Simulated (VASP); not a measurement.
**Mg8S7 (a cell with a defect): single point with PBE**

The system is Mg8S7 (a cell with a defect).

```
Mg S
1.0
     0.00000    5.69721   -5.69721
    -5.69721    0.00000   -5.69721
    -5.69721    5.69721    0.00000
Mg S
8 7
Direct
  0.02910 0.49725 0.99936
  0.47641 0.48942 0.03195
  0.99099 0.00690 0.00690
  0.50784 0.98953 0.98953
  0.96179 0.53773 0.53773
  0.49700 0.46894 0.46894
  0.02910 0.99936 0.49725
  0.47641 0.03195 0.48942
  0.00014 0.35585 0.35585
  0.86053 0.90570 0.38384
  0.40483 0.84794 0.36547
  0.86053 0.38384 0.90570
  0.40483 0.36547 0.84794
  0.88511 0.87261 0.87261
  0.36537 0.87250 0.87250
```

- Program: VASP 6.6.1
- Task: single point
- Functional: PBE
- Potentials or basis: VASP PAW PBE potentials, release 64 (Mg, S)
- Cutoff: 520 eV
- k mesh: 4 × 4 × 4
- Occupations: gaussian, width 0.05 eV
- Spin: no spin polarisation

```json
{
 "Pressure": "-1.7 GPa",
 "Largest force": "0.708 eV/Å",
 "Band gap on the k mesh": "1.07 eV"
}
```

Forces on the atoms (eV/Å):
```
Mg   0.037 -0.035 -0.049
Mg   0.017  0.062 -0.100
Mg   0.012  0.023 -0.023
Mg  -0.029  0.024 -0.024
Mg   0.109  0.011 -0.011
Mg  -0.053  0.051 -0.051
Mg   0.037  0.049  0.035
Mg   0.017  0.100 -0.062
S   -0.165 -0.487  0.487
S    0.062  0.053 -0.013
S   -0.044  0.025 -0.057
S    0.062  0.013 -0.053
S   -0.044  0.057 -0.025
S   -0.006  0.017 -0.017
S   -0.012  0.035 -0.035
```

Stress tensor (GPa, compression positive):
```
-1.51  0.31 -0.31
 0.31 -1.86  0.07
-0.31  0.07 -1.86
```

Levels at points of the mesh, in eV from the valence-band top:
```
           k point  band 27  band 28  band 29  band 30  band 31  band 32
(0.00, 0.00, 0.00)    -1.87    -1.74    -1.17     1.86     2.02     2.27
(0.50, 0.00, 0.00)    -2.10    -2.00    -0.30     1.46     2.32     2.66
(0.00, 0.50, 0.00)    -1.98    -1.80    -0.35     1.30     2.39     2.49
(0.50, 0.50, 0.50)    -1.93    -1.68    -0.33     1.31     2.33     2.59
(0.50, 0.50, 0.00)    -2.15    -1.80    -0.01     1.31     2.23     2.34
(0.00, 0.50, 0.50)    -2.18    -2.00    -0.08     1.07     2.43     2.45
```

Run time: 6.7 min on 1 thread of AMD EPYC 9R45 96-Core Processor (Zen 5), on a shared host, peak memory 0.56 GiB.
